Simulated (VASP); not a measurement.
Input of a VASP 6.6.1 run:

Contents of INCAR:

```
SYSTEM = Zn
PREC     = Accurate       ! precision mode
ENCUT    = 520            ! plane-wave cutoff, eV
EDIFF    = 1E-6           ! SCF threshold, eV
ISMEAR   = 1              ! smearing method
SIGMA    = 0.05           ! smearing width, eV
LREAL    = .False.        ! projectors in reciprocal space
LASPH    = .True.         ! aspherical terms in the spheres
NELM     = 80             ! most SCF steps
ALGO     = Normal         ! electronic algorithm
ISIF     = 2              ! what is computed and relaxed
LWAVE    = .False.        ! write WAVECAR
LCHARG   = .False.        ! write CHGCAR
GGA      = PS             ! functional
IVDW     = 12             ! dispersion correction
NBANDS   = 12             ! bands
```

KPOINTS

```
Automatic mesh
0
Gamma
  8 8 8
  0 0 0
```

The input POSCAR:

```
Zn
1.0
   -1.4943001662      1.4943001662      1.4943001662
    1.4943001662     -1.4943001662      1.4943001662
    1.4943001662      1.4943001662     -1.4943001662
Zn
1
Direct
    0.0120688640     -0.0011977141      0.0053181697
```

Potentials or basis: VASP PAW PBE potentials, release 64 (Zn).

Launch:

```sh
$ cat potpaw_PBE.64/Zn/POTCAR > POTCAR
$ mpirun -np 1 vasp_std > vasp.out
```

Question: What does it give for the pressure?

Answer: 1.2 GPa.

Question: Predict the dispersion energy per atom.

Answer: -0.410 eV.

Question: Predict the band gap on the k mesh.

Answer: Zero (band 6 reaches 8.45 eV, above the bottom of band 7 at 3.32 eV).

Caveat: the k points lie up to 0.37 Å⁻¹ apart; the PAW data sets were made with another functional, which shifts forces and pressure a little; pairwise dispersion overbinds metals, which lowers pressure and volume.
